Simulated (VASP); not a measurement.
Here is a VASP 6.6.1 calculation.

INCAR

```
SYSTEM = CuPd3
  PREC = Accurate
  ENCUT = 520
  EDIFF = 1E-7
  ISMEAR = -1
  SIGMA = 0.05
  LREAL = .False.
  LASPH = .True.
  NELM = 60
  ALGO = Fast
  ISIF = 2
  LWAVE = .False.
  LCHARG = .False.
  GGA = PS
  NBANDS = 28
```

KPOINTS

```
regular mesh
0
Gamma
  10 10 10
  0 0 0
```

File POSCAR:

```
CuPd3
1.0
   -1.9053191100      1.9053191100      3.9121796500
    1.9053191100     -1.9053191100      3.9121796500
    1.9053191100      1.9053191100     -3.9121796500
Pd Cu
3 1
Direct
    0.5000000000      0.5000000000      0.0000000000
    0.2500000000      0.7500000000      0.5000000000
    0.7500000000      0.2500000000      0.5000000000
    0.0000000000      0.0000000000      0.0000000000
```

Potentials or basis: VASP PAW PBE potentials, release 64 (Pd, Cu).

The run is started by

```console
$ cat potpaw_PBE.64/Pd/POTCAR potpaw_PBE.64/Cu/POTCAR > POTCAR
$ mpirun -np 1 vasp_std > vasp.out
```

Question: Estimate the pressure.

Answer: -4.8 GPa.

Stress tensor (GPa, compression positive):
```
-4.55  0.00  0.00
 0.00 -4.55  0.00
 0.00  0.00 -5.18
```

Caveat: the PAW data sets were made with another functional, which shifts forces and pressure a little.
